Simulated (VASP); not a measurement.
Si: single point with HSE06

The system is Si.

```
Si
1.0
     0.00000    5.44370    5.44370
     5.44370    0.00000    5.44370
     5.44370    5.44370    0.00000
Si
16
Cartesian
  1.3533 1.4382 1.4083
  -0.0160 -0.0355 0.0278
  4.0311 4.0406 1.3279
  2.6992 2.6899 -0.0384
  4.0792 1.3198 4.0691
  2.7444 -0.1015 2.6651
  6.8187 4.0683 4.0693
  5.4249 2.7288 2.6992
  1.3660 4.0035 4.0801
  0.0067 2.7222 2.7165
  3.9936 6.6948 4.0895
  2.6977 5.4211 2.7070
  4.0454 4.1164 6.8129
  2.6761 2.6108 5.3864
  6.8842 6.7726 6.8196
  5.4000 5.3949 5.4409
```

```json
{
  "Program": "VASP 6.6.1",
  "Task": "single point",
  "Functional": "HSE06",
  "Potentials or basis": "VASP PAW PBE potentials, release 64 (Si)",
  "Cutoff": "400 eV",
  "k mesh": "1 × 1 × 1",
  "Occupations": "gaussian, width 0.01 eV",
  "Spin": "no spin polarisation",
  "Dipole correction": "no",
  "Grid for exact exchange (PRECFOCK)": "Fast",
  "Further INCAR settings": "ALGO = Normal; EDIFF = 1e-06; NBANDS = 46",
  "Share of exact exchange": "0.25",
  "Screening parameter": "0.2079 1/Å"
}
```

```yaml
Pressure: 7.1 GPa
Largest_force: 2.391 eV/Å
```

Forces in eV/Å, atoms in the order of the input:
```
Si   0.252 -1.443 -0.675
Si   0.398  0.433  0.061
Si   0.294  0.196 -0.040
Si  -0.133  0.031  0.254
Si   0.295 -0.715 -0.525
Si  -0.815  1.951  1.116
Si  -0.590 -0.185 -0.298
Si   0.290 -0.235  0.191
Si  -0.407  0.651  0.074
Si  -1.240  0.128  0.633
Si   1.030  0.816 -0.290
Si   0.042 -1.128  0.213
Si   0.577 -1.949 -1.199
Si   0.945  0.922  0.467
Si  -1.720  0.066 -0.306
Si   0.781  0.460  0.324
```

Stress tensor (GPa, compression positive):
```
 6.95 -1.01 -0.78
-1.01  6.99 -0.03
-0.78 -0.03  7.33
```

Levels at points of the mesh, in eV from the Fermi level:
| k point | band 30 | band 31 | band 32 | band 33 | band 34 | band 35 |
| --- | --- | --- | --- | --- | --- | --- |
| (0.00, 0.00, 0.00) | -0.39 | -0.28 | -0.07 | 1.14 | 1.28 | 1.33 |

Run time: 37 s on 1 thread of Intel(R) Xeon(R) 6975P-C (Granite Rapids) (shared host), peak memory 0.42 GiB.

Caveat: the k points lie up to 1.00 Å⁻¹ apart; the PAW data sets were made with another functional, which shifts forces and pressure a little.
